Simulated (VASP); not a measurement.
Runs of VASP 6.6.1 on LiGe2P3. The structure is that of space group P-4m2 (No. 115), or close to it. The cells are those of the table. 

| task | cell | k mesh | cutoff (eV) | gap on the mesh (eV) | pressure (GPa) | relaxed volume (Å³/atom) | largest force (eV/Å) |
| --- | --- | --- | --- | --- | --- | --- | --- |
| single point | a = 3.763, b = 3.763, c = 6.983 Å, 6 atoms | 4 × 4 × 4 | 520 | none | - | - | 0.03 |
| relaxation of cell and atoms | relaxed from a = 3.744, b = 3.744, c = 7.029 Å, 6 atoms | 4 × 4 × 4 | 600 | none | -0.2 | (a) | 0.04 |
| single point | a = 3.615, b = 3.615, c = 7.963 Å, 6 atoms | 6 × 6 × 2 | 520 | none | - | - | 0.59 |
| single point | a = 3.744, b = 3.744, c = 7.029 Å, 6 atoms | 6 × 6 × 2 | 520 | none | - | - | 0.02 |
| relaxation of cell and atoms | relaxed from a = 3.615, b = 3.615, c = 7.963 Å, 6 atoms | 6 × 6 × 2 | 600 | none | -0.2 | 16.55 | 0.02 |
| single point | a = 3.697, b = 3.697, c = 7.247 Å, 6 atoms | 10 × 10 × 6 | 520 | none | - | - | - |

Alike in all rows: level PBE; potentials or basis VASP PAW PBE potentials, release 64 (Li_sv, Ge_d, P); no spin polarisation; smearing gaussian 0.1 eV.

Question: Fill in the values left out.

Answer: (a) 16.54.

Caveats: some runs use coarse meshes; the cutoff is under 1.25 times the usual one of these potentials, so pressure, stress and relaxed cells hold a basis-set (Pulay) error.

A k mesh can miss the band edges, and the runs leave out spin-orbit coupling on Ge.

A gap of «none» marks levels without a gap at the run's occupations.
